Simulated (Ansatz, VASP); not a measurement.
One calculation of PtSe2, two programs

```xyz
3
Lattice="3.6868 0.0000 0.0000 -1.8434 3.1928 0.0000 0.0000 0.0000 5.0620" Properties=species:S:1:pos:R:3 pbc="T T T"
Pt    0.0000    0.0000    0.0000
Se    1.8434    1.0643    3.7965
Se    0.0000    2.1286    1.2655
```

Alike in both runs: task single point; functional PBE; k mesh 7 × 7 × 5; occupations fermi-dirac, width 0.05 eV; no spin polarisation.

```csv
,VASP,Ansatz
version,VASP 6.6.1,Ansatz 0.2.0
potentials or method,"VASP PAW PBE potentials, release 64 (Pt, Se)",Ansatz PAW
plane-wave cutoff (eV),520,420
valence electrons in the cell,22,50
```

VASP gave:

| Item | Value |
| --- | --- |
| gap on the k mesh at the Fermi level (eV) | none |
| pressure (GPa) | 10.7 |
| traceless stress, the component that is largest in VASP (GPa) | -2.38 |
| rms of the force components (eV/Å) | 0.410 |

Which values does Ansatz return?

gap on the k mesh at the Fermi level (eV): none; pressure (GPa): 10.7; traceless stress, the component that is largest in VASP (GPa): -2.37; rms of the force components (eV/Å): 0.405.

Atom by atom the forces differ by 0.004 eV/Å (rms over components). A gap of «none» marks a metal or a gap that the smearing closes. With one functional, cell and mesh, what is left measures potentials, basis and numerics. VASP's potentials hold 22 valence electrons a cell and Ansatz's 50, so a difference there can come from the potentials and not from the codes.

Spin-orbit coupling is off throughout.
